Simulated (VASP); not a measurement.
# Tl (Pm-3m) in VASP: notebook

Runs on Tl. Level: r2SCAN. Tasks: single point.

Program: VASP 6.6.1. These are calculated values, not measurements. Logs are shortened: lines on timing, memory, paths and dates and some standing lists are left out, and cuts for length are marked.

## Step 1: The cell of the first run

Symmetry: Pm-3m, No. 221, cubic system. The conventional cell has a = 3.049 Å, b = 3.049 Å, c = 3.049 Å, α = 90.00°, β = 90.00°, γ = 90.00°. Tl (site symmetry m-3m) has 6 Tl at 3.05 Å within 4.0 Å.

This isn't the form of Tl at room conditions, which is hcp.

## Step 2: Single point, r2SCAN (28.35 Å³/atom)

Contents of POSCAR:

```
Tl
1.0
    3.0491404011      0.0000000000      0.0000000000
    0.0000000000      3.0491404011      0.0000000000
    0.0000000000      0.0000000000      3.0491404011
Tl
1
Direct
    0.0000000000      0.0000000000      0.0000000000
```

Contents of INCAR.step1:

```
PREC = Accurate ; ENCUT = 520
ISMEAR = -1 ; SIGMA = 0.1
LREAL = False ; LASPH = True
NELM = 100 ; NBANDS = 12
GGA = PE ; ALGO = Normal
EDIFF = 1E-4 ; LWAVE = True
LCHARG = False
```

Contents of INCAR.step2:

```
PREC = Accurate ; ENCUT = 520
EDIFF = 1E-7 ; ISMEAR = -1
SIGMA = 0.1 ; LREAL = False
LASPH = True ; NELM = 100
ALGO = Normal ; ISIF = 2
LWAVE = False ; LCHARG = False
METAGGA = R2SCAN ; LMIXTAU = True
NBANDS = 12 ; ISTART = 1
```

Contents of KPOINTS:

```
Automatic mesh
0
Gamma
  11 11 11
```

Potentials or basis: VASP PAW PBE potentials, release 64 (Tl_d).

Run with:

```
cat potpaw_PBE.64/Tl_d/POTCAR > POTCAR
cp INCAR.step1 INCAR
mpirun -np 1 vasp_std > vasp.out
cp INCAR.step2 INCAR
mpirun -np 1 vasp_std > vasp.out
```

OUTCAR:

```text
PREC = Accurate
   ENCUT = 520
   EDIFF = 1E-7
   ISMEAR = -1
   LREAL = False
   LASPH = True
   NELM = 100
   ISIF = 2
   METAGGA = R2SCAN
   ISTART = 1

 ion  position               nearest neighbor table
   1  0.000  0.000  0.000-

  LATTYP: Found a simple cubic cell.
 ALAT       =     3.0491404011

  Lattice vectors:

 A1 = (   3.0491404011,   0.0000000000,   0.0000000000)
 A2 = (   0.0000000000,   3.0491404011,   0.0000000000)
 A3 = (   0.0000000000,   0.0000000000,   3.0491404011)

Analysis of symmetry for initial positions (statically):
=====================================================================
 Subroutine PRICEL returns:
 Original cell was already a primitive cell.

 Routine SETGRP: Setting up the symmetry group for a
 simple cubic supercell.

 Subroutine GETGRP returns: Found 48 space group operations
 (whereof 48 operations were pure point group operations)
 out of a pool of 48 trial point group operations.

The static configuration has the point symmetry O_h .

Analysis of symmetry for dynamics (positions and initial velocities):
=====================================================================
 Subroutine PRICEL returns:
 Original cell was already a primitive cell.

 Routine SETGRP: Setting up the symmetry group for a
 simple cubic supercell.

 Subroutine GETGRP returns: Found 48 space group operations
 (whereof 48 operations were pure point group operations)
 out of a pool of 48 trial point group operations.

The dynamic configuration has the point symmetry O_h .

 Subroutine INISYM returns: Found 48 space group operations
 (whereof 48 operations are pure point group operations),
 and found     1 'primitive' translations

----------------------------------------------------------------------------------------

                                     Primitive cell

  volume of cell :      28.3486

  direct lattice vectors                    reciprocal lattice vectors
     3.049140401  0.000000000  0.000000000     0.327961284  0.000000000  0.000000000
     0.000000000  3.049140401  0.000000000     0.000000000  0.327961284  0.000000000
     0.000000000  0.000000000  3.049140401     0.000000000  0.000000000  0.327961284

  length of vectors
     3.049140401  3.049140401  3.049140401     0.327961284  0.327961284  0.327961284

  position of ions in fractional coordinates (direct lattice)
     0.000000000  0.000000000  0.000000000

  ion indices of the primitive-cell ions
   primitive index   ion index
                 1           1

----------------------------------------------------------------------------------------

 KPOINTS: Automatic mesh

Automatic generation of k-mesh.
 Grid dimensions read from file:
 generate k-points for:   11   11   11

 Generating k-lattice:

  Cartesian coordinates                     Fractional coordinates (reciprocal lattice)
     0.029814662  0.000000000  0.000000000     0.090909091  0.000000000  0.000000000
     0.000000000  0.029814662  0.000000000     0.000000000  0.090909091  0.000000000
     0.000000000  0.000000000  0.029814662     0.000000000  0.000000000  0.090909091

  Length of vectors
     0.029814662  0.029814662  0.029814662

  Shift w.r.t. Gamma in fractional coordinates (k-lattice)
     0.000000000  0.000000000  0.000000000

 Subroutine IBZKPT returns following result:
 ===========================================

 Found     56 irreducible k-points:

 Following reciprocal coordinates:
            Coordinates               Weight
  0.000000  0.000000  0.000000      1.000000
  0.090909  0.000000  0.000000      6.000000
  0.181818  0.000000  0.000000      6.000000
  0.272727  0.000000  0.000000      6.000000
  0.363636  0.000000  0.000000      6.000000
  0.454545  0.000000  0.000000      6.000000
[... 16 lines left out ...]
  0.181818  0.090909  0.090909     24.000000
  0.272727  0.090909  0.090909     24.000000
 [... further k-points ...]
   k-points           NKPTS =     56   k-points in BZ     NKDIM =     56   number of bands    NBANDS=     12
   number of dos      NEDOS =    301   number of ions     NIONS =      1
   total plane-waves  NPLWV =  13824
   dimension x,y,z NGX =    24 NGY =   24 NGZ =   24
   dimension x,y,z NGXF=    48 NGYF=   48 NGZF=   48
   ions per type =               1
   NGX,Y,Z   is equivalent  to a cutoff of  13.09, 13.09, 13.09 a.u.
   NGXF,Y,Z  is equivalent  to a cutoff of  26.17, 26.17, 26.17 a.u.
 SYSTEM =  unknown system
   PREC   = accura    normal or accurate (medium, high low for compatibility)
   ISTART =      1    job   : 0-new  1-cont  2-samecut
   ICHARG =      0    charge: 1-file 2-atom 10-const
   ISPIN  =      1    spin polarized calculation?
   LNONCOLLINEAR =      F non collinear calculations
   LSORBIT =      F    spin-orbit coupling
   LASPH  =      T    aspherical Exc in radial PAW
   ENCUT  =  520.0 eV  38.22 Ry    6.18 a.u.   5.67  5.67  5.67*2*pi/ulx,y,z
   NELM   =    100;   NELMIN=  2; NELMDL=  0     # of ELM steps
   EDIFF  = 0.1E-06   stopping-criterion for ELM
   LREAL  =      F    real-space projection
   EDIFFG = 0.1E-05   stopping-criterion for IOM
   NSW    =      0    number of steps for IOM
   IBRION =     -1    ionic relax: 0-MD 1-quasi-New 2-CG
   NFREE  =      0    steps in history (QN), initial steepest desc. (CG)
   ISIF   =      2    stress and relaxation
   ISYM   =      2    0-nonsym 1-usesym 2-fastsym
   POTIM  = 0.5000    time-step for ionic-motion
   TEBEG  =    0.0;   TEEND  =   0.0 temperature during run
   PSTRESS=    0.0 pullay stress
   NELECT =      13.0000    total number of electrons
   NUPDOWN=      -1.0000    fix difference up-down
   EMIN   =  10.00;   EMAX   =-10.00  energy-range for DOS
   EFERMI =   0.00;   METHOD = LEGACY
   ISMEAR =    -1;   SIGMA  =   0.10  broadening in eV -4-tet -1-fermi 0-gaus
   EFERMI_NEDOS =   21; number of points for ismear=-14 and -15
   IALGO  =     38    algorithm
   IMIX   =      4    mixing-type and parameters
     AMIX     =   0.40;   BMIX     =  1.00
     AMIX_MAG =   1.60;   BMIX_MAG =  1.00
  volume/ion in A,a.u.               =      28.35       191.31
  Fermi-wavevector in a.u.,A,eV,Ry     =   1.262443  2.385672 21.684461  1.593763
  Thomas-Fermi vector in A             =   2.395851
   LORBIT       =      0    0 simple, 1 ext, 2 COOP (PROOUT), +10 PAW based schemes
   METAGGA = R2SCAN    functional components
   LHFCALC =     F    Hartree Fock is set to
   AEXX    =    0.0000 exact exchange contribution
   IVDW    =     0    specifies the selected vdW correction
   LEPSILON=     F    determine dielectric tensor
   LRPA    =     F    only Hartree local field effects (RPA)
 non-spin polarized calculation
  energy-cutoff  :      520.00
  volume of cell :       28.35
 maximum number of plane-waves:       784
 NGX is ok and might be reduce to    24
   NGX = 11   NGY = 11   NGZ = 11

 number of electron      13.0000004 magnetization

 Free energy of the ion-electron system (eV)
  ---------------------------------------------------
  ext. energy  EPLUGINS =         0.00000000
  ---------------------------------------------------
  free energy    TOTEN  =       -53.00829415 eV

  energy without entropy =      -52.99200511  energy(sigma->0) =      -53.00014963

 E-fermi :   6.6273     XC(G=0): -10.8239

 val. band max:        6.5414446438   @ k =   0.4545   0.4545   0.0909
 cond. band min:       6.6881201641   @ k =   0.3636   0.2727   0.0909
 fundamental gap:      0.1466755203
 Fermi energy:         6.6272690665

 k-point     1 :       0.0000    0.0000    0.0000
  band No.  band energies     occupation
      1      -6.5006      2.00000
      2      -6.5006      2.00000
      3      -5.0710      2.00000
      4      -5.0710      2.00000
      5      -5.0710      2.00000
      6      -4.2244      2.00000
      7      14.2930      0.00000
      8      14.2930      0.00000
      9      14.2930      0.00000
     10      18.0425      0.00000
     11      19.4971      0.00000
     12      19.4971      0.00000

 k-point     2 :       0.0909    0.0000    0.0000
  band No.  band energies     occupation
      1      -6.4927      2.00000
      2      -6.4299      2.00000
      3      -5.1057      2.00000
      4      -5.1057      2.00000
      5      -5.0681      2.00000
      6      -4.0703      2.00000
      7      12.7167      0.00000
      8      14.4877      0.00000
      9      14.4877      0.00000
     10      18.5178      0.00000
     11      19.4953      0.00000
     12      20.8299      0.00000

 k-point     3 :       0.1818    0.0000    0.0000
  band No.  band energies     occupation
      1      -6.4714      2.00000
      2      -6.2559      2.00000
      3      -5.1973      2.00000
      4      -5.1973      2.00000
      5      -5.0603      2.00000
      6      -3.5854      2.00000
      7      10.1255      0.00000
      8      15.0451      0.00000
      9      15.0451      0.00000
     10      18.8087      0.00000
     11      19.4893      0.00000
     12      23.8105      0.00000
[... 286 lines left out ...]
 k-point    23 :       0.1818    0.0909    0.0909
  band No.  band energies     occupation
      1      -6.3578      2.00000
      2      -6.1883      2.00000
      3      -5.2480      2.00000
      4      -5.2307      2.00000
      5      -5.1303      2.00000
      6      -3.2866      2.00000
      7      10.4577      0.00000
      8      13.4665      0.00000
      9      13.7021      0.00000
     10      20.9097      0.00000
     11      20.9250      0.00000
     12      23.6869      0.00000

 k-point    24 :       0.2727    0.0909    0.0909
  band No.  band energies     occupation
      1      -6.3301      2.00000
      2      -5.9691      2.00000
      3      -5.3728      2.00000
      4      -5.3521      2.00000
      5      -5.1187      2.00000
      6      -2.4573      2.00000
      7       7.8734      0.00001
      8      14.2229      0.00000
      9      14.4899      0.00000
     10      20.5549      0.00000
     11      20.9156      0.00000
     12      23.6763      0.00000

 [... further k-points ...]
[... 5 lines left out ...]
  --------------------------------------------------------------------------------------
  -------------------------------------------------------------------------------------
  Total        0.9557491      0.9557491      0.9557491     -0.0000000     -0.0000000      0.0000000
  in kB       54.0159732     54.0159732     54.0159732     -0.0000000     -0.0000000      0.0000000
  external PRESSURE =      54.0159732 kB  Pullay stress =       0.0000000 kB

 VOLUME and BASIS-vectors are now :
 -----------------------------------------------------------------------------
  energy-cutoff  :      520.00
  volume of cell :       28.35
      direct lattice vectors                 reciprocal lattice vectors
     3.049140401  0.000000000  0.000000000     0.327961284  0.000000000  0.000000000
     0.000000000  3.049140401  0.000000000     0.000000000  0.327961284  0.000000000
     0.000000000  0.000000000  3.049140401     0.000000000  0.000000000  0.327961284

 POSITION                                       TOTAL-FORCE (eV/Angst)
 -----------------------------------------------------------------------------------
      0.00000      0.00000      0.00000         0.000000      0.000000      0.000000
 -----------------------------------------------------------------------------------
    total drift:                                0.000000     -0.000000      0.000000

  FREE ENERGIE OF THE ION-ELECTRON SYSTEM (eV)
  ---------------------------------------------------
  free  energy   TOTEN  =       -53.0082941503 eV

  energy  without entropy=      -52.9920051112  energy(sigma->0) =      -53.00014963
```

It took 30 s on 1 thread of AMD EPYC 7R13, shared host; peak memory 0.15 GiB.

Results:

```
Free energy            : -53.0083 eV
Pressure               : 5.4 GPa
Band gap on the k mesh : zero (an odd number of electrons rules out a gap without spin polarisation)
```

Caveat: the cell stands under pressure; the PAW data sets were made with another functional, which shifts forces and pressure a little; spin-orbit coupling is left out, which moves the levels of the heavy elements.

## Step 3: Single point, r2SCAN (29.64 Å³/atom)

This run uses another cell than the first one, of 29.64 Å³/atom.

Contents of POSCAR:

```
Tl
1.0
    3.0946566698      0.0000000000      0.0000000000
    0.0000000000      3.0946566698      0.0000000000
    0.0000000000      0.0000000000      3.0946566698
Tl
1
Direct
    0.0000000000      0.0000000000      0.0000000000
```

Contents of INCAR.step1:

```
PREC = Accurate
ENCUT = 520
ISMEAR = -1
SIGMA = 0.1
LREAL = False
LASPH = True
NELM = 100
NBANDS = 12
GGA = PE
ALGO = Normal
EDIFF = 1E-4
LWAVE = True
LCHARG = False
```

Contents of INCAR.step2:

```
PREC = Accurate
ENCUT = 520
EDIFF = 1E-6
ISMEAR = -1
SIGMA = 0.1
LREAL = False
LASPH = True
NELM = 100
ALGO = Normal
ISIF = 2
LWAVE = False
LCHARG = False
METAGGA = R2SCAN
LMIXTAU = True
NBANDS = 12
ISTART = 1
```

KPOINTS is that of step 2.

Potentials or basis: VASP PAW PBE potentials, release 64 (Tl_d).

Run with:

```
cat potpaw_PBE.64/Tl_d/POTCAR > POTCAR
cp INCAR.step1 INCAR
mpirun -np 1 vasp_std > vasp.out
cp INCAR.step2 INCAR
mpirun -np 1 vasp_std > vasp.out
```

It took 29 s on 1 thread of AMD EPYC 7R13, shared host; peak memory 0.15 GiB.

Results (log left out):

```
Free energy            : -53.0432 eV
Pressure               : 3.2 GPa
Band gap on the k mesh : zero (an odd number of electrons rules out a gap without spin polarisation)
```

Levels at points of the mesh, in eV from the Fermi level:
| k point | band 4 | band 5 | band 6 | band 7 | band 8 | band 9 |
| --- | --- | --- | --- | --- | --- | --- |
| (0.00, 0.00, 0.00) | -11.70 | -11.70 | -10.55 | 7.44 | 7.44 | 7.44 |

Caveat: the cell stands under pressure; the PAW data sets were made with another functional, which shifts forces and pressure a little; spin-orbit coupling is left out, which moves the levels of the heavy elements.

## Step 4: Single point, r2SCAN (30.93 Å³/atom)

This run uses another cell than the first one, of 30.93 Å³/atom.

Contents of POSCAR:

```
Tl
1.0
    3.1388720245      0.0000000000      0.0000000000
    0.0000000000      3.1388720245      0.0000000000
    0.0000000000      0.0000000000      3.1388720245
Tl
1
Direct
    0.0000000000      0.0000000000      0.0000000000
```

Contents of INCAR.step1:

```
PREC = Accurate ; ENCUT = 520
ISMEAR = -1 ; SIGMA = 0.1
LREAL = False ; LASPH = True
NELM = 100 ; NBANDS = 12
GGA = PE ; ALGO = Normal
EDIFF = 1E-4 ; LWAVE = True
LCHARG = False
```

Contents of INCAR.step2:

```
PREC = Accurate ; ENCUT = 520
EDIFF = 1E-6 ; ISMEAR = -1
SIGMA = 0.1 ; LREAL = False
LASPH = True ; NELM = 100
ALGO = Normal ; ISIF = 2
LWAVE = False ; LCHARG = False
METAGGA = R2SCAN ; LMIXTAU = True
NBANDS = 12 ; ISTART = 1
```

KPOINTS is that of step 3.

Run with:

```
cat potpaw_PBE.64/Tl_d/POTCAR > POTCAR
cp INCAR.step1 INCAR
mpirun -np 1 vasp_std > vasp.out
cp INCAR.step2 INCAR
mpirun -np 1 vasp_std > vasp.out
```

Run time: 25 s. Hardware: 1 thread of AMD EPYC 7R13, shared host; peak memory 0.15 GiB.

The run converged. Its results:

```yaml
Free_energy: -53.0626 eV
Pressure: 1.5 GPa
Band_gap_on_the_k_mesh: zero (an odd number of electrons rules out a gap without spin polarisation)
```

Levels at points of the mesh, in eV from the Fermi level:
| k point | band 4 | band 5 | band 6 | band 7 | band 8 | band 9 |
| --- | --- | --- | --- | --- | --- | --- |
| (0.00, 0.00, 0.00) | -11.72 | -11.72 | -10.28 | 7.22 | 7.22 | 7.22 |

Caveat: the PAW data sets were made with another functional, which shifts forces and pressure a little; spin-orbit coupling is left out, which moves the levels of the heavy elements.

## Step 5: Single point, r2SCAN

This run uses another cell than the first one, of 32.21 Å³/atom.

Contents of POSCAR:

```
Tl
1.0
    3.1818756152      0.0000000000      0.0000000000
    0.0000000000      3.1818756152      0.0000000000
    0.0000000000      0.0000000000      3.1818756152
Tl
1
Direct
    0.0000000000      0.0000000000      0.0000000000
```

Contents of INCAR.step1:

```
ALGO = Normal
EDIFF = 1E-4
ENCUT = 520
GGA = PE
ISMEAR = -1
LASPH = T
LCHARG = F
LREAL = F
LWAVE = T
NBANDS = 12
NELM = 60
PREC = Accurate
SIGMA = 0.1
```

Contents of INCAR.step2:

```
ALGO = Normal
EDIFF = 1E-6
ENCUT = 520
ISIF = 2
ISMEAR = -1
ISTART = 1
LASPH = T
LCHARG = F
LMIXTAU = T
LREAL = F
LWAVE = F
METAGGA = R2SCAN
NBANDS = 12
NELM = 60
PREC = Accurate
SIGMA = 0.1
```

Contents of KPOINTS:

```
k-points
0
Gamma
  10 10 10
```

Run with:

```
cat potpaw_PBE.64/Tl_d/POTCAR > POTCAR
cp INCAR.step1 INCAR
mpirun -np 1 vasp_std > vasp.out
cp INCAR.step2 INCAR
mpirun -np 1 vasp_std > vasp.out
```

Run time: 27 s. Hardware: 1 thread of AMD EPYC 7R13, shared host; peak memory 0.16 GiB.

The run converged. Its results:

```yaml
Free_energy: -53.0659 eV
Pressure: 0.0 GPa
Band_gap_on_the_k_mesh: zero (an odd number of electrons rules out a gap without spin polarisation)
```

Levels at points of the mesh, in eV from the Fermi level:
| k point | band 2 | band 3 | band 4 | band 5 | band 6 | band 7 | band 8 | band 9 | band 10 | band 11 |
| --- | --- | --- | --- | --- | --- | --- | --- | --- | --- | --- |
| (0.00, 0.00, 0.00) | -12.90 | -11.84 | -11.84 | -11.84 | -10.15 | 6.91 | 6.91 | 6.91 | 10.11 | 11.70 |
| (0.50, 0.00, 0.00) | -12.31 | -12.14 | -12.14 | -11.81 | -6.81 | -3.15 | 9.81 | 9.81 | 12.36 | 12.36 |
| (0.50, 0.50, 0.00) | -12.55 | -12.10 | -12.10 | -11.52 | -3.86 | -0.61 | -0.61 | 4.87 | 13.23 | 14.75 |
| (0.50, 0.50, 0.50) | -12.53 | -12.53 | -11.50 | -11.50 | -0.78 | 1.88 | 1.88 | 1.88 | 7.44 | 8.20 |

Caveat: the PAW data sets were made with another functional, which shifts forces and pressure a little; spin-orbit coupling is left out, which moves the levels of the heavy elements.

## Step 6: The runs side by side

```csv
cell,k mesh,gap on the mesh (eV),pressure (GPa)
"a = 3.049 Å, 1 atom",11 × 11 × 11,none,5.4
"a = 3.095 Å, 1 atom",11 × 11 × 11,none,3.2
"a = 3.139 Å, 1 atom",11 × 11 × 11,none,1.5
"a = 3.182 Å, 1 atom",10 × 10 × 10,none,0.0
```

Alike in all rows: task single point; level r2SCAN; potentials or basis VASP PAW PBE potentials, release 64 (Tl_d); no spin polarisation; cutoff (eV) 520; smearing fermi-dirac 0.1 eV.

Caveats: the PAW data sets were made with another functional, which shifts forces and pressure a little; spin-orbit coupling is left out, which moves the levels of the heavy elements; the cell stands under pressure (at least some runs).

Total energies depend on the potentials used, so only differences within one code and one set of settings carry meaning.

The gap in the log of VASP goes by the Fermi energy; the results here count the filled bands.